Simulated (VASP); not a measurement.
Write the native input for VASP 6.6.1 that does the following.

| Property | Result |
| --- | --- |
| Task | single point |
| Functional | PBE |
| Potentials or basis | VASP PAW PBE potentials, release 64 (Hf_pv, Al, N) |
| Cutoff | 520 eV |
| k mesh | 4 × 4 × 6 |
| Occupations | gaussian, width 0.1 eV |
| Spin | no spin polarisation |
| Dipole correction | no |
| Further INCAR settings | ALGO = Normal; EDIFF = 1e-06; NBANDS = 36 |

The structure of Hf3AlN4 lies in POSCAR:

```
Hf3AlN4
1.0
    3.4453365000     -4.8724416100      0.0000000000
    3.4453365000      4.8724416100      0.0000000000
    0.0000000000      0.0000000000      3.4453365000
Hf Al N
3 1 4
Direct
    0.0000000000      0.0000000000      0.0000000000
    0.0000000000      0.5000000000      0.5000000000
    0.5000000000      0.0000000000      0.5000000000
    0.5000000000      0.5000000000      0.0000000000
    0.7500000000      0.2500000000      0.0000000000
    0.7500000000      0.7500000000      0.5000000000
    0.2500000000      0.2500000000      0.5000000000
    0.2500000000      0.7500000000      0.0000000000
```

One way to write it, as run:

INCAR

```
  PREC = Accurate
  ENCUT = 520
  EDIFF = 1E-6
  ISMEAR = 0
  SIGMA = 0.1
  LREAL = False
  LASPH = True
  NELM = 100
  ALGO = Normal
  ISIF = 2
  LWAVE = False
  LCHARG = False
  GGA = PE
  NBANDS = 36
```

KPOINTS

```
regular mesh
0
Gamma
  4 4 6
```

Potentials or basis: VASP PAW PBE potentials, release 64 (Hf_pv, Al, N).

Command:

```bash
$ cat potpaw_PBE.64/Hf_pv/POTCAR potpaw_PBE.64/Al/POTCAR potpaw_PBE.64/N/POTCAR > POTCAR
$ mpirun -np 1 vasp_std > vasp.out
```

It gave:

The pressure is -35.5 GPa and the largest force is 0.184 eV/Å. The band gap on the k mesh is zero (an odd number of electrons rules out a gap without spin polarisation).

Caveat: the cell stands under tension; spin-orbit coupling is left out, which moves the levels of the heavy elements.

It took 3 min on 1 thread of Intel Xeon 8259CL, with other jobs on the host, peak memory 0.3 GiB.
